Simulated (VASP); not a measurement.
# HfN (I4/mmm) in VASP: further runs, part 2 of 2

VASP 6.6.1. Earlier steps stand in the parts before.

## 4. Single point, PBEsol (strain -0.025 along x and y, -0.050 along z)

Input file INCAR:

```
  ALGO = Normal
  EDIFF = 1E-6
  ENCUT = 600
  GGA = PS
  GGA_COMPAT = False
  ISIF = 2
  ISMEAR = 0
  LASPH = True
  LCHARG = False
  LREAL = False
  LWAVE = False
  NBANDS = 14
  NELM = 120
  PREC = Accurate
  SIGMA = 0.15
```

Input file KPOINTS:

```
k-points
0
Gamma
  22 22 22
```

Input file POSCAR:

```
HfN
1.0
    0.0000000000      2.1945063640      2.1382369700
    2.1945063640      0.0000000000      2.1382369700
    2.1945063640      2.1945063640      0.0000000000
Hf N
1 1
Direct
    0.0000000000      0.0000000000      0.0000000000
    0.5000000000      0.5000000000      0.5000000000
```

Potentials or basis: VASP PAW PBE potentials, release 64 (Hf_pv, N).

Command:

```console
$ cat potpaw_PBE.64/Hf_pv/POTCAR potpaw_PBE.64/N/POTCAR > POTCAR
$ mpirun -np 1 vasp_std > vasp.out
```

OUTCAR:

```text
EDIFF = 1E-6
   ENCUT = 600
   GGA = PS
   ISIF = 2
   ISMEAR = 0
   LASPH = True
   LREAL = False
   NELM = 120
   PREC = Accurate

 ion  position               nearest neighbor table
   1  0.000  0.000  0.000-   2 2.14   2 2.14   2 2.19   2 2.19   2 2.19   2 2.19
   2  0.500  0.500  0.500-   1 2.14   1 2.14   1 2.19   1 2.19   1 2.19   1 2.19

  LATTYP: Found a body centered tetragonal cell.
 ALAT       =     3.1035006627
 C/A-ratio  =     1.3779516761

  Lattice vectors:

 A1 = (   0.0000000000,  -2.1945063640,  -2.1382369700)
 A2 = (   0.0000000000,   2.1945063640,  -2.1382369700)
 A3 = (   2.1945063640,   0.0000000000,   2.1382369700)

Analysis of symmetry for initial positions (statically):
=====================================================================
 Subroutine PRICEL returns:
 Original cell was already a primitive cell.

 Routine SETGRP: Setting up the symmetry group for a
 body centered tetragonal supercell.

 Subroutine GETGRP returns: Found 16 space group operations
 (whereof 16 operations were pure point group operations)
 out of a pool of 16 trial point group operations.

The static configuration has the point symmetry D_4h.

Analysis of symmetry for dynamics (positions and initial velocities):
=====================================================================
 Subroutine PRICEL returns:
 Original cell was already a primitive cell.

 Routine SETGRP: Setting up the symmetry group for a
 body centered tetragonal supercell.

 Subroutine GETGRP returns: Found 16 space group operations
 (whereof 16 operations were pure point group operations)
 out of a pool of 16 trial point group operations.

The dynamic configuration has the point symmetry D_4h.

 Subroutine INISYM returns: Found 16 space group operations
 (whereof 16 operations are pure point group operations),
 and found     1 'primitive' translations

[... 117 lines left out ...]
  Thomas-Fermi vector in A             =   2.587895
   LORBIT       =      0    0 simple, 1 ext, 2 COOP (PROOUT), +10 PAW based schemes
   GGA     = PS    functional components
   LHFCALC =     F    Hartree Fock is set to
   AEXX    =    0.0000 exact exchange contribution
   IVDW    =     0    specifies the selected vdW correction
   LEPSILON=     F    determine dielectric tensor
   LRPA    =     F    only Hartree local field effects (RPA)
 non-spin polarized calculation
 Gauss-broadening in eV      SIGMA  =   0.15
  energy-cutoff  :      600.00
  volume of cell :       20.59
 maximum number of plane-waves:       702
   NGX = 13   NGY = 13   NGZ = 13

 number of electron      15.0000000 magnetization

 Free energy of the ion-electron system (eV)
  ---------------------------------------------------
  ext. energy  EPLUGINS =         0.00000000
  ---------------------------------------------------
  free energy    TOTEN  =       -22.77511534 eV

  energy without entropy =      -22.76907039  energy(sigma->0) =      -22.77209287

 E-fermi :   9.2319     XC(G=0): -13.4930

 val. band max:        9.2290797363   @ k =   0.0909   0.0455   0.0000
 cond. band min:       9.2336880763   @ k =   0.3182   0.0909   0.0000
 fundamental gap:      0.0046083399
 Fermi energy:         9.2319388697

 k-point     1 :       0.0000    0.0000    0.0000
  band No.  band energies     occupation
      1     -21.3744      2.00000
      2     -21.3744      2.00000
      3     -21.3661      2.00000
      4      -8.8744      2.00000
      5       6.0657      2.00000
      6       6.0657      2.00000
      7       6.2638      2.00000
      8       8.6766      2.00000
      9       8.6766      2.00000
     10       9.0055      1.96719
     11      11.2336      0.00000
     12      11.3207      0.00000
     13      12.5796      0.00000
     14      19.0552      0.00000
[... 377 lines left out ...]
      1     -22.8089      2.00000
      2     -21.5236      2.00000
      3     -21.4878      2.00000
      4      -5.4661      2.00000
      5      -0.2125      2.00000
      6       2.4728      2.00000
      7       2.5782      2.00000
      8      12.7108      0.00000
      9      13.1543      0.00000
     10      13.4665      0.00000
     11      14.9471      0.00000
     12      19.1790      0.00000
     13      19.5478      0.00000
     14      21.9568      0.00000

 [... further k-points ...]
[... 5 lines left out ...]
  --------------------------------------------------------------------------------------
  -------------------------------------------------------------------------------------
  Total        3.4545512      3.4545512      6.3143390      0.0000000     -0.0000000      0.0000000
  in kB      268.7464272    268.7464272    491.2232962      0.0000000     -0.0000000      0.0000000
  external PRESSURE =     342.9053836 kB  Pullay stress =       0.0000000 kB

 VOLUME and BASIS-vectors are now :
 -----------------------------------------------------------------------------
  energy-cutoff  :      600.00
  volume of cell :       20.59
      direct lattice vectors                 reciprocal lattice vectors
     0.000000000  2.194506364  2.138236970    -0.227841672  0.227841672  0.233837506
     2.194506364  0.000000000  2.138236970     0.227841672 -0.227841672  0.233837506
     2.194506364  2.194506364  0.000000000     0.227841672  0.227841672 -0.233837506

 POSITION                                       TOTAL-FORCE (eV/Angst)
 -----------------------------------------------------------------------------------
      0.00000      0.00000      0.00000        -0.000000      0.000000      0.000000
      2.19451      2.19451      2.13824         0.000000     -0.000000      0.000000
 -----------------------------------------------------------------------------------
    total drift:                                0.000000     -0.000000     -0.000000

  FREE ENERGIE OF THE ION-ELECTRON SYSTEM (eV)
  ---------------------------------------------------
  free  energy   TOTEN  =       -22.7751153422 eV

  energy  without entropy=      -22.7690703897  energy(sigma->0) =      -22.77209287
```

OSZICAR:

```text
N       E                     dE             d eps       ncg     rms          rms(c)
DAV:   1     0.435420355730E+02    0.43542E+02   -0.85820E+03 23430   0.115E+03
DAV:   2    -0.234285702232E+02   -0.66971E+02   -0.62690E+02 29920   0.267E+02
DAV:   3    -0.255227932484E+02   -0.20942E+01   -0.20832E+01 28016   0.392E+01
DAV:   4    -0.255297703830E+02   -0.69771E-02   -0.69756E-02 27720   0.256E+00
DAV:   5    -0.255298079413E+02   -0.37558E-04   -0.37557E-04 27740   0.166E-01    0.632E+01
DAV:   6    -0.228406672287E+02    0.26891E+01   -0.68675E+00 29006   0.224E+01    0.503E+01
DAV:   7    -0.227953500850E+02    0.45317E-01   -0.48496E-01 30210   0.588E+00    0.273E+01
DAV:   8    -0.227783364020E+02    0.17014E-01   -0.51216E-02 30456   0.200E+00    0.454E+00
DAV:   9    -0.227754040215E+02    0.29324E-02   -0.11087E-02 26384   0.824E-01    0.201E+00
DAV:  10    -0.227751408245E+02    0.26320E-03   -0.13206E-03 31212   0.350E-01    0.352E-01
DAV:  11    -0.227751155219E+02    0.25303E-04   -0.95609E-05 27012   0.102E-01    0.309E-02
DAV:  12    -0.227751153422E+02    0.17969E-06   -0.49226E-06 29692   0.192E-02
   1 F= -.22775115E+02 E0= -.22772093E+02  d E =-.604495E-02
```

Run time: 79 s. Hardware: 1 thread of Intel Xeon 6975P-C (Granite Rapids), shared host; peak memory 0.41 GiB.

What came out:

- Free energy: -22.7751 eV
- Pressure: 34.3 GPa
- Band gap on the k mesh: zero (an odd number of electrons rules out a gap without spin polarisation)

Caveat: the cell differs from its parent crystal (strain -0.025 along x and y, -0.050 along z); the stress differs along the axes, from 27 to 49 GPa; the PAW data sets were made with another functional, which shifts forces and pressure a little; spin-orbit coupling is left out, which moves the levels of the heavy elements.

## 5. Single point, PBEsol (strain -0.050 along x and y, +0.025 along z)

Input file INCAR:

```
SYSTEM = HfN
PREC = Accurate
ENCUT = 600
EDIFF = 1E-6
ISMEAR = 0
SIGMA = 0.15
LREAL = .FALSE.
LASPH = .TRUE.
NELM = 120
ALGO = Normal
ISIF = 2
LWAVE = .FALSE.
LCHARG = .TRUE.
GGA = PS
LELF = .TRUE.
LVHAR = .TRUE.
NBANDS = 14
GGA_COMPAT = .FALSE.
```

Input file KPOINTS:

```
Automatic mesh
0
G
  22 22 22
  0 0 0
```

Input file POSCAR:

```
HfN
1.0
    0.0000000000      2.1382369700      2.3070451518
    2.1382369700      0.0000000000      2.3070451518
    2.1382369700      2.1382369700      0.0000000000
Hf N
1 1
Direct
    0.0000000000      0.0000000000      0.0000000000
    0.5000000000      0.5000000000      0.5000000000
```

Command:

```console
$ cat potpaw_PBE.64/Hf_pv/POTCAR potpaw_PBE.64/N/POTCAR > POTCAR
$ mpirun -np 1 vasp_std > vasp.out
```

It took 1.8 min on 1 thread of Intel Xeon 6975P-C (Granite Rapids), shared host; peak memory 0.42 GiB.

Results (log left out):

```
Free energy            : -22.7131 eV
Pressure               : 28.4 GPa
Band gap on the k mesh : zero (an odd number of electrons rules out a gap without spin polarisation)
```

Stress tensor (GPa, compression positive):
```
45.62  0.00  0.00
 0.00 45.62  0.00
 0.00  0.00 -6.03
```

Levels at points of the mesh, in eV from the Fermi level:
| k point | band 5 | band 6 | band 7 | band 8 | band 9 | band 10 | band 11 | band 12 |
| --- | --- | --- | --- | --- | --- | --- | --- | --- |
| (0.00, 0.00, 0.00) | -3.40 | -2.94 | -2.94 | -1.07 | -0.10 | -0.10 | 0.52 | 2.76 |
| (0.50, 0.00, 0.00) | -9.46 | -6.78 | -6.67 | 3.72 | 3.96 | 4.56 | 4.79 | 8.63 |
| (0.50, 0.50, 0.00) | -5.92 | -4.15 | -3.44 | -3.44 | 4.59 | 6.19 | 6.19 | 6.70 |
| (0.50, 0.00, 0.50) | -5.01 | -4.33 | -4.05 | -3.55 | 4.09 | 5.51 | 6.89 | 7.27 |

Caveat: the cell differs from its parent crystal (strain -0.050 along x and y, +0.025 along z); the stress differs along the axes, from -6 to 46 GPa; the PAW data sets were made with another functional, which shifts forces and pressure a little; spin-orbit coupling is left out, which moves the levels of the heavy elements.

## 6. Summary

| cell | gap on the mesh (eV) | pressure (GPa) |
| --- | --- | --- |
| a = 3.064, b = 3.064, c = 3.024 Å, angles 60.4, 60.4, 59.1°, 2 atoms | none | 46.1 |
| a = 3.105, b = 3.105, c = 3.024 Å, angles 60.9, 60.9, 58.3°, 2 atoms | none | 36.2 |
| a = 3.064, b = 3.064, c = 3.104 Å, angles 59.6, 59.6, 60.9°, 2 atoms | none | 34.3 |
| a = 3.146, b = 3.146, c = 3.024 Å, angles 61.3, 61.3, 57.5°, 2 atoms | none | 28.4 |

Alike in all rows: task single point; level PBEsol; potentials or basis VASP PAW PBE potentials, release 64 (Hf_pv, N); no spin polarisation; k mesh 22 × 22 × 22; cutoff (eV) 600; smearing gaussian 0.15 eV.

Caveats: the PAW data sets were made with another functional, which shifts forces and pressure a little; spin-orbit coupling is left out, which moves the levels of the heavy elements; the stress differs along the axes, from 31 to 54 GPa (at least some runs); the stress differs along the axes, from 10 to 50 GPa (at least some runs); the stress differs along the axes, from 27 to 49 GPa (at least some runs); the stress differs along the axes, from -6 to 46 GPa (at least some runs).

Total energies depend on the potentials used, so only differences within one code and one set of settings carry meaning.
